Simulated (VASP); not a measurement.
## Zr2H6Pb: single point with PBE

The system is Zr2H6Pb.

```
Zr H Pb
1.0
     0.00000    3.93158    3.93158
     3.93158    0.00000    3.93158
     3.93158    3.93158    0.00000
Zr H Pb
2 6 1
Direct
  0.75000 0.75000 0.75000
  0.25000 0.25000 0.25000
  0.50000 0.00000 0.00000
  0.00000 0.50000 0.50000
  0.00000 0.50000 0.00000
  0.50000 0.00000 0.50000
  0.00000 0.00000 0.50000
  0.50000 0.50000 0.00000
  0.00000 0.00000 0.00000
```

| Item | Value |
| --- | --- |
| Program | VASP 6.6.1 |
| Task | single point |
| Functional | PBE |
| Potentials or basis | VASP PAW PBE potentials, release 64 (Zr_sv, H, Pb_d) |
| Cutoff | 520 eV |
| k mesh | 8 × 8 × 8 |
| Occupations | gaussian, width 0.1 eV |
| Spin | no spin polarisation |

* Pressure: -0.1 GPa
* Band gap on the k mesh: zero (band 22 reaches 5.15 eV, above the bottom of band 23 at 2.62 eV)

Levels at points of the mesh, in eV from the Fermi level:
```
           k point  band 18  band 19  band 20  band 21  band 22  band 23  band 24  band 25  band 26  band 27
(0.00, 0.00, 0.00)    -2.87    -2.87    -2.87    -2.16    -2.16    -2.16     1.77     1.77     1.77     1.86
(0.50, 0.00, 0.00)    -4.34    -4.34    -3.79    -0.93    -0.93     0.26     0.53     0.53     1.57     3.36
(0.50, 0.50, 0.00)    -3.97    -3.97    -2.88     0.15     0.15     0.47     0.89     0.89     1.71     1.80
```

It took 93 s on 1 thread of Intel(R) Xeon(R) 6975P-C (Granite Rapids) (shared host), peak memory 0.32 GiB.

Caveat: spin-orbit coupling is left out, which moves the levels of the heavy elements.
